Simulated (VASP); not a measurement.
# Si5OH12 in VASP: single point with PBE

Aim: the single point of Si5OH12 with PBE.

All numbers are computed with VASP 6.6.1; they aren't measurements. Logs are shortened: lines on timing, memory, paths and dates and some standing lists are left out, and cuts for length are marked.

**1. The cell of the first run**

The cell holds a molecule in a box, 18 atoms: a = 15.000 Å, b = 15.000 Å, c = 15.000 Å, α = 90.00°, β = 90.00°, γ = 90.00°.

**2. Single point, PBE**

INCAR

```
SYSTEM = Si5H12O
ALGO = Normal
EDIFF = 1E-6
ENCUT = 520
GGA = PE
ISIF = 2
ISMEAR = 0
LASPH = .True.
LCHARG = .False.
LREAL = Auto
LWAVE = .False.
NBANDS = 34
NELM = 60
PREC = Accurate
SIGMA = 0.02
```

KPOINTS

```
k-points
0
Gamma
  1 1 1
  0 0 0
```

POSCAR

```
Si5H12O
1.0
   15.0000000000      0.0000000000      0.0000000000
    0.0000000000     15.0000000000      0.0000000000
    0.0000000000      0.0000000000     15.0000000000
Si O H
5 1 12
Direct
    0.4873087189      0.5165922576      0.5001757486
    0.4044961186      0.4231870037      0.4040862548
    0.4659318723      0.4676791576      0.6483851681
    0.4343396261      0.6638529137      0.4866672639
    0.6827909865      0.4507265281      0.4630011943
    0.5952070069      0.5167499586      0.4730114688
    0.3081614024      0.4287810840      0.4293972759
    0.4141496990      0.4514927567      0.3089324162
    0.4335894991      0.3280510401      0.4116842965
    0.5157462706      0.5250921943      0.7129676113
    0.4961612106      0.3733530005      0.6603769735
    0.3686311206      0.4725486611      0.6698538548
    0.3374979680      0.6653025038      0.5107521142
    0.4833446263      0.7253472073      0.5480099650
    0.4444220132      0.6971487450      0.3932023195
    0.7038479522      0.4078795172      0.5504838605
    0.6648579250      0.3796587702      0.3954725057
    0.7595159936      0.5065566904      0.4335396985
```

Potentials or basis: VASP PAW PBE potentials, release 64 (Si, O, H).

The run is started by

```console
$ cat potpaw_PBE.64/Si/POTCAR potpaw_PBE.64/O/POTCAR potpaw_PBE.64/H/POTCAR > POTCAR
$ mpirun -np 1 vasp_gam > vasp.out
```

OUTCAR:

```text
SYSTEM = Si5H12O
   EDIFF = 1E-6
   ENCUT = 520
   GGA = PE
   ISIF = 2
   ISMEAR = 0
   LASPH = .True.
   LREAL = Auto
   NELM = 60
   PREC = Accurate

 ion  position               nearest neighbor table
   1  0.487  0.517  0.500-   6 1.67   4 2.36   3 2.36   2 2.36   5 3.14
   2  0.404  0.423  0.404-   8 1.50   7 1.50   9 1.50   1 2.36
   3  0.466  0.468  0.648-  10 1.50  12 1.50  11 1.50   1 2.36
   4  0.434  0.664  0.487-  15 1.50  14 1.50  13 1.50   1 2.36
   5  0.683  0.451  0.463-  18 1.49  17 1.49  16 1.49   6 1.65   1 3.14
   6  0.595  0.517  0.473-   5 1.65   1 1.67
   7  0.308  0.429  0.429-   2 1.50
   8  0.414  0.451  0.309-   2 1.50
   9  0.434  0.328  0.412-   2 1.50
  10  0.516  0.525  0.713-   3 1.50
  11  0.496  0.373  0.660-   3 1.50
  12  0.369  0.473  0.670-   3 1.50
  13  0.337  0.665  0.511-   4 1.50
  14  0.483  0.725  0.548-   4 1.50
  15  0.444  0.697  0.393-   4 1.50
  16  0.704  0.408  0.550-   5 1.49
  17  0.665  0.380  0.395-   5 1.49
  18  0.760  0.507  0.434-   5 1.49

  LATTYP: Found a simple cubic cell.
 ALAT       =    15.0000000000

  Lattice vectors:

 A1 = (  15.0000000000,   0.0000000000,   0.0000000000)
 A2 = (   0.0000000000,  15.0000000000,   0.0000000000)
 A3 = (   0.0000000000,   0.0000000000,  15.0000000000)

Analysis of symmetry for initial positions (statically):
=====================================================================
 Subroutine PRICEL returns:
 Original cell was already a primitive cell.

 Routine SETGRP: Setting up the symmetry group for a
 simple cubic supercell.

 Subroutine GETGRP returns: Found  1 space group operations
 (whereof  1 operations were pure point group operations)
 out of a pool of 48 trial point group operations.

The static configuration has the point symmetry C_1 .

Analysis of symmetry for dynamics (positions and initial velocities):
=====================================================================
 Subroutine PRICEL returns:
 Original cell was already a primitive cell.

 Routine SETGRP: Setting up the symmetry group for a
 simple cubic supercell.

 Subroutine GETGRP returns: Found  1 space group operations
 (whereof  1 operations were pure point group operations)
 out of a pool of 48 trial point group operations.

The dynamic configuration has the point symmetry C_1 .

 Subroutine INISYM returns: Found  1 space group operations
 (whereof  1 operations are pure point group operations),
 and found     1 'primitive' translations

----------------------------------------------------------------------------------------

                                     Primitive cell

  volume of cell :    3375.0000

  direct lattice vectors                    reciprocal lattice vectors
    15.000000000  0.000000000  0.000000000     0.066666667  0.000000000  0.000000000
     0.000000000 15.000000000  0.000000000     0.000000000  0.066666667  0.000000000
     0.000000000  0.000000000 15.000000000     0.000000000  0.000000000  0.066666667

  length of vectors
    15.000000000 15.000000000 15.000000000     0.066666667  0.066666667  0.066666667

  position of ions in fractional coordinates (direct lattice)
     0.487308719  0.516592258  0.500175749
     0.404496119  0.423187004  0.404086255
     0.465931872  0.467679158  0.648385168
     0.434339626  0.663852914  0.486667264
     0.682790987  0.450726528  0.463001194
     0.595207007  0.516749959  0.473011469
     0.308161402  0.428781084  0.429397276
     0.414149699  0.451492757  0.308932416
     0.433589499  0.328051040  0.411684296
     0.515746271  0.525092194  0.712967611
     0.496161211  0.373353001  0.660376974
     0.368631121  0.472548661  0.669853855
     0.337497968  0.665302504  0.510752114
     0.483344626  0.725347207  0.548009965
     0.444422013  0.697148745  0.393202319
     0.703847952  0.407879517  0.550483861
     0.664857925  0.379658770  0.395472506
     0.759515994  0.506556690  0.433539698

  ion indices of the primitive-cell ions
   primitive index   ion index
                 1           1
                 2           2
                 3           3
                 4           4
                 5           5
                 6           6
                 7           7
                 8           8
                 9           9
                10          10
                11          11
                12          12
                13          13
                14          14
                15          15
                16          16
                17          17
                18          18

----------------------------------------------------------------------------------------

 KPOINTS: k-points

Automatic generation of k-mesh.
 Grid dimensions read from file:
 generate k-points for:    1    1    1

 Generating k-lattice:

  Cartesian coordinates                     Fractional coordinates (reciprocal lattice)
     0.066666667  0.000000000  0.000000000     1.000000000  0.000000000  0.000000000
     0.000000000  0.066666667  0.000000000     0.000000000  1.000000000  0.000000000
     0.000000000  0.000000000  0.066666667     0.000000000  0.000000000  1.000000000

  Length of vectors
     0.066666667  0.066666667  0.066666667

  Shift w.r.t. Gamma in fractional coordinates (k-lattice)
     0.000000000  0.000000000  0.000000000

 Subroutine IBZKPT returns following result:
 ===========================================

 Found      1 irreducible k-points:

 Following reciprocal coordinates:
            Coordinates               Weight
  0.000000  0.000000  0.000000      1.000000
   k-points           NKPTS =      1   k-points in BZ     NKDIM =      1   number of bands    NBANDS=     34
   number of dos      NEDOS =    301   number of ions     NIONS =     18
   total plane-waves  NPLWV = ******
   dimension x,y,z NGX =   112 NGY =  112 NGZ =  112
   dimension x,y,z NGXF=   224 NGYF=  224 NGZF=  224
   ions per type =               5   1  12
   NGX,Y,Z   is equivalent  to a cutoff of  12.41, 12.41, 12.41 a.u.
   NGXF,Y,Z  is equivalent  to a cutoff of  24.83, 24.83, 24.83 a.u.
 SYSTEM =  Si5H12O
   PREC   = accura    normal or accurate (medium, high low for compatibility)
   ISTART =      0    job   : 0-new  1-cont  2-samecut
   ICHARG =      2    charge: 1-file 2-atom 10-const
   ISPIN  =      1    spin polarized calculation?
   LNONCOLLINEAR =      F non collinear calculations
   LSORBIT =      F    spin-orbit coupling
   LASPH  =      T    aspherical Exc in radial PAW
   ENCUT  =  520.0 eV  38.22 Ry    6.18 a.u.  27.89 27.89 27.89*2*pi/ulx,y,z
   NELM   =     60;   NELMIN=  2; NELMDL= -5     # of ELM steps
   EDIFF  = 0.1E-05   stopping-criterion for ELM
   LREAL  =      T    real-space projection
   EDIFFG = 0.1E-04   stopping-criterion for IOM
   NSW    =      0    number of steps for IOM
   IBRION =     -1    ionic relax: 0-MD 1-quasi-New 2-CG
   NFREE  =      0    steps in history (QN), initial steepest desc. (CG)
   ISIF   =      2    stress and relaxation
   ISYM   =      2    0-nonsym 1-usesym 2-fastsym
   POTIM  = 0.5000    time-step for ionic-motion
   TEBEG  =    0.0;   TEEND  =   0.0 temperature during run
   PSTRESS=    0.0 pullay stress
   NELECT =      38.0000    total number of electrons
   NUPDOWN=      -1.0000    fix difference up-down
   EMIN   =  10.00;   EMAX   =-10.00  energy-range for DOS
   EFERMI =   0.00;   METHOD = LEGACY
   ISMEAR =     0;   SIGMA  =   0.02  broadening in eV -4-tet -1-fermi 0-gaus
   EFERMI_NEDOS =   21; number of points for ismear=-14 and -15
   IALGO  =     38    algorithm
   IMIX   =      4    mixing-type and parameters
     AMIX     =   0.40;   BMIX     =  1.00
     AMIX_MAG =   1.60;   BMIX_MAG =  1.00
  volume/ion in A,a.u.               =     187.50      1265.31
  Fermi-wavevector in a.u.,A,eV,Ry     =   0.366926  0.693389  1.831813  0.134634
  Thomas-Fermi vector in A             =   1.291644
   LORBIT       =      0    0 simple, 1 ext, 2 COOP (PROOUT), +10 PAW based schemes
   GGA     = PE    functional components
   LHFCALC =     F    Hartree Fock is set to
   AEXX    =    0.0000 exact exchange contribution
   IVDW    =     0    specifies the selected vdW correction
   LEPSILON=     F    determine dielectric tensor
   LRPA    =     F    only Hartree local field effects (RPA)
 non-spin polarized calculation
 Gauss-broadening in eV      SIGMA  =   0.02
  energy-cutoff  :      520.00
  volume of cell :     3375.00
 maximum number of plane-waves:     45440
 NGX is ok and might be reduce to   112
   NGX = 55   NGY = 55   NGZ = 55

 number of electron      37.9999997 magnetization

 Free energy of the ion-electron system (eV)
  ---------------------------------------------------
  ext. energy  EPLUGINS =         0.00000000
  ---------------------------------------------------
  free energy    TOTEN  =       -75.81602064 eV

  energy without entropy =      -75.81602064  energy(sigma->0) =      -75.81602064

 E-fermi :  -5.9451     XC(G=0):  -0.9223

 val. band max:       -6.1102223754   @ k =   0.0000   0.0000   0.0000
 cond. band min:      -1.6535041362   @ k =   0.0000   0.0000   0.0000
 fundamental gap:      4.4567182392
 Fermi energy:        -5.9450810224

 k-point     1 :       0.0000    0.0000    0.0000
  band No.  band energies     occupation
      1     -24.4755      2.00000
      2     -14.5230      2.00000
      3     -13.2935      2.00000
      4     -12.8737      2.00000
      5     -12.8514      2.00000
      6     -11.2474      2.00000
      7      -9.5393      2.00000
      8      -9.4027      2.00000
      9      -9.3239      2.00000
     10      -8.3484      2.00000
     11      -8.3230      2.00000
     12      -8.3014      2.00000
     13      -8.1032      2.00000
     14      -8.1003      2.00000
     15      -8.0249      2.00000
     16      -7.6126      2.00000
     17      -7.5476      2.00000
     18      -6.1748      2.00000
     19      -6.1102      2.00000
     20      -1.6535      0.00000
     21      -0.8551      0.00000
     22      -0.8425      0.00000
     23      -0.5268      0.00000
     24      -0.4457      0.00000
     25      -0.0363      0.00000
     26       0.1165      0.00000
     27       0.1937      0.00000
     28       0.2605      0.00000
     29       0.4242      0.00000
     30       0.4426      0.00000
     31       0.4924      0.00000
 [bands above 31 left out]

------------------------ aborting loop because EDIFF is reached ----------------------------------------

  FORCE on cell =-STRESS in cart. coord.  units (eV):
  Direction    XX          YY          ZZ          XY          YZ          ZX
  --------------------------------------------------------------------------------------
  -------------------------------------------------------------------------------------
  Total       -0.1818136     -0.2583810     -0.3018587     -0.0568819      0.0046699     -0.0198696
  in kB       -0.0863104     -0.1226584     -0.1432981     -0.0270029      0.0022169     -0.0094325
  external PRESSURE =      -0.1174223 kB  Pullay stress =       0.0000000 kB

 VOLUME and BASIS-vectors are now :
 -----------------------------------------------------------------------------
  energy-cutoff  :      520.00
  volume of cell :     3375.00
      direct lattice vectors                 reciprocal lattice vectors
    15.000000000  0.000000000  0.000000000     0.066666667  0.000000000  0.000000000
     0.000000000 15.000000000  0.000000000     0.000000000  0.066666667  0.000000000
     0.000000000  0.000000000 15.000000000     0.000000000  0.000000000  0.066666667

 POSITION                                       TOTAL-FORCE (eV/Angst)
 -----------------------------------------------------------------------------------
      7.30963      7.74888      7.50264        -0.045182      0.019848      0.008004
      6.06744      6.34781      6.06129        -0.002117     -0.008062     -0.000269
      6.98898      7.01519      9.72578         0.000760     -0.005718      0.004966
      6.51509      9.95779      7.30001        -0.015173      0.008149      0.001125
     10.24186      6.76090      6.94502         0.040348      0.004412     -0.012762
      8.92811      7.75125      7.09517         0.008923     -0.012318     -0.001002
      4.62242      6.43172      6.44096         0.009686      0.001252      0.000094
      6.21225      6.77239      4.63399        -0.000246      0.000186      0.011099
      6.50384      4.92077      6.17526        -0.000934      0.009948      0.000798
      7.73619      7.87638     10.69451        -0.005002     -0.003465     -0.008660
      7.44242      5.60030      9.90565        -0.001834      0.009055     -0.003237
      5.52947      7.08823     10.04781         0.008562      0.000405     -0.004672
      5.06247      9.97954      7.66128         0.019836     -0.001173     -0.004676
      7.25017     10.88021      8.22015        -0.004905     -0.008240     -0.008971
      6.66633     10.45723      5.89803         0.000484     -0.004346      0.012601
     10.55772      6.11819      8.25726        -0.001228      0.000911     -0.014521
      9.97287      5.69488      5.93209         0.005654      0.005644      0.012368
     11.39274      7.59835      6.50310        -0.017633     -0.016488      0.007716
 -----------------------------------------------------------------------------------
    total drift:                                0.002103      0.000282     -0.002687

  FREE ENERGIE OF THE ION-ELECTRON SYSTEM (eV)
  ---------------------------------------------------
  free  energy   TOTEN  =       -75.8160206418 eV

  energy  without entropy=      -75.8160206418  energy(sigma->0) =      -75.81602064
```

It took 6.7 min on 1 thread of Intel Xeon Platinum 8259CL at 2.50GHz (Skylake/Cascade Lake), shared host; peak memory 2.2 GiB.

What came out:

```
Free energy                     : -75.8160 eV
Largest force                   : 0.050 eV/Å
Gap between the frontier levels : 4.46 eV
```

Forces in eV/Å, atoms in the order of the input:
```
Si  -0.045  0.020  0.008
Si  -0.002 -0.008  0.000
Si   0.001 -0.006  0.005
Si  -0.015  0.008  0.001
Si   0.040  0.004 -0.013
O    0.009 -0.012 -0.001
H    0.010  0.001  0.000
H    0.000  0.000  0.011
H   -0.001  0.010  0.001
H   -0.005 -0.003 -0.009
H   -0.002  0.009 -0.003
H    0.009  0.000 -0.005
H    0.020 -0.001 -0.005
H   -0.005 -0.008 -0.009
H    0.000 -0.004  0.013
H   -0.001  0.001 -0.015
H    0.006  0.006  0.012
H   -0.018 -0.016  0.008
```

Levels at points of the mesh, in eV from the valence-band top:
```tsv
k point	band 15	band 16	band 17	band 18	band 19	band 20	band 21	band 22	band 23	band 24
(0.00, 0.00, 0.00)	-1.91	-1.50	-1.44	-0.06	0.00	4.46	5.26	5.27	5.58	5.66
```
